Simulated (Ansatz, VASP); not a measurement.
## Cu: VASP beside Ansatz

```xyz
1
Lattice="-1.4514 1.4514 1.3231 1.4514 -1.4514 1.3231 1.4514 1.4514 -1.3231" Properties=species:S:1:pos:R:3 pbc="T T T"
Cu    0.0000    0.0000    0.0000
```

Alike in both runs: task single point; functional LDA; k mesh 24 × 24 × 24; occupations gaussian, width 0.15 eV; no spin polarisation.

|  | VASP | Ansatz |
| --- | --- | --- |
| version | VASP 6.6.1 | Ansatz 0.2.0 |
| potentials or method | VASP PAW LDA potentials, release 64 (Cu), cutoff 520 eV | scalar-relativistic, plane waves, PAW |
| valence electrons in the cell | 11 | 19 |

```tsv
	VASP	Ansatz	Ansatz less VASP
gap on the k mesh at the Fermi level (eV)	none	none	-
pressure (GPa)	-2.5	-3.4	-0.91
traceless stress, the component that is largest in VASP (GPa)	0.43	0.39	-0.041
```

Ansatz warns that its potentials were made for another functional, while VASP's fit it. LDA's correlation is that of Perdew and Zunger in VASP and of Perdew and Wang (1992) in Ansatz. A gap of «none» marks a metal or a gap that the smearing closes. VASP's potentials hold 11 valence electrons a cell and Ansatz's 19, so a difference there can come from the potentials and not from the codes.
